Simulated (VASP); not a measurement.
Here is a VASP 6.6.1 calculation.

Contents of POSCAR:

```
BeS
1.0
    2.4181789742      2.4181789742      0.0000000000
   -2.4181789742      2.4181789742      0.0000000000
    0.0000000000      2.4181789742      2.4181789742
Be S
1 1
Direct
    0.0000000000      0.0000000000      0.0000000000
    0.7500000000      0.2500000000      0.5000000000
```

The input INCAR.step1:

```
SYSTEM = BeS
PREC     = Accurate       ! precision mode
ENCUT    = 520            ! plane-wave cutoff, eV
ISMEAR   = 0              ! smearing method
SIGMA    = 0.01           ! smearing width, eV
LREAL    = .False.        ! projectors in reciprocal space
LASPH    = .True.         ! aspherical terms in the spheres
NELM     = 100            ! most SCF steps
NBANDS   = 11             ! bands
GGA      = PE             ! functional
ALGO     = Normal         ! electronic algorithm
EDIFF    = 1E-4           ! SCF threshold, eV
LWAVE    = .True.         ! write WAVECAR
LCHARG   = .False.        ! write CHGCAR
```

The input INCAR.step2:

```
SYSTEM = BeS
PREC     = Accurate       ! precision mode
ENCUT    = 520            ! plane-wave cutoff, eV
EDIFF    = 1E-6           ! SCF threshold, eV
ISMEAR   = 0              ! smearing method
SIGMA    = 0.01           ! smearing width, eV
LREAL    = .False.        ! projectors in reciprocal space
LASPH    = .True.         ! aspherical terms in the spheres
NELM     = 100            ! most SCF steps
ALGO     = Normal         ! electronic algorithm
ISIF     = 2              ! what is computed and relaxed
LWAVE    = .False.        ! write WAVECAR
LCHARG   = .True.         ! write CHGCAR
METAGGA  = R2SCAN         ! meta-GGA
LMIXTAU  = .True.       
LELF     = .True.         ! ELF
LVHAR    = .True.       
NBANDS   = 11             ! bands
ISTART   = 1
```

File KPOINTS:

```
Automatic mesh
0
Gamma
  8 8 8
  0 0 0
```

Potentials or basis: VASP PAW PBE potentials, release 64 (Be, S).

The run is started by

```bash
$ cat potpaw_PBE.64/Be/POTCAR potpaw_PBE.64/S/POTCAR > POTCAR
$ cp INCAR.step1 INCAR
$ mpirun -np 1 vasp_std > vasp.out
$ cp INCAR.step2 INCAR
$ mpirun -np 1 vasp_std > vasp.out
```

**Question.** What does it give for the pressure?

**Answer.** 2.3 GPa.

**Question.** What does it give for the band gap on the k mesh?

**Answer.** 3.55 eV (least direct gap 6.25 eV).

Caveat: the PAW data sets were made with another functional, which shifts forces and pressure a little. A k mesh can miss the band edges.
